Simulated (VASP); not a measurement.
Here is a VASP 6.6.1 calculation.

Contents of INCAR:

```
PREC = Accurate ; ENCUT = 520
EDIFF = 1E-6 ; ISMEAR = 0
SIGMA = 0.1 ; LREAL = F
LASPH = T ; NELM = 80
ALGO = Normal ; ISIF = 2
LWAVE = F ; LCHARG = F
GGA = PE ; IVDW = 12
NBANDS = 12
```

The input KPOINTS:

```
regular mesh
0
Gamma
  15 15 15
```

Contents of POSCAR:

```
P
1.0
    1.6640375341      0.9607325183      2.7160943753
   -1.6640375341      0.9607325183      2.7160943753
    0.0000000000     -1.9214650365      2.7160943754
P
2
Direct
    0.2446157931      0.2446157931      0.2446157931
    0.7553842069      0.7553842069      0.7553842069
```

Potentials or basis: VASP PAW PBE potentials, release 64 (P).

Command:

```console
$ cat potpaw_PBE.64/P/POTCAR > POTCAR
$ mpirun -np 1 vasp_std > vasp.out
```

Problem. What does it give for the largest force?

Solution. 0.017 eV/Å.

Problem. What does it give for the pressure?

Solution. 10.6 GPa.

Stress tensor (GPa, compression positive):
```
10.60  0.00  0.00
 0.00 10.60  0.00
 0.00  0.00 10.67
```

Caveat: pairwise dispersion overbinds metals, which lowers pressure and volume.
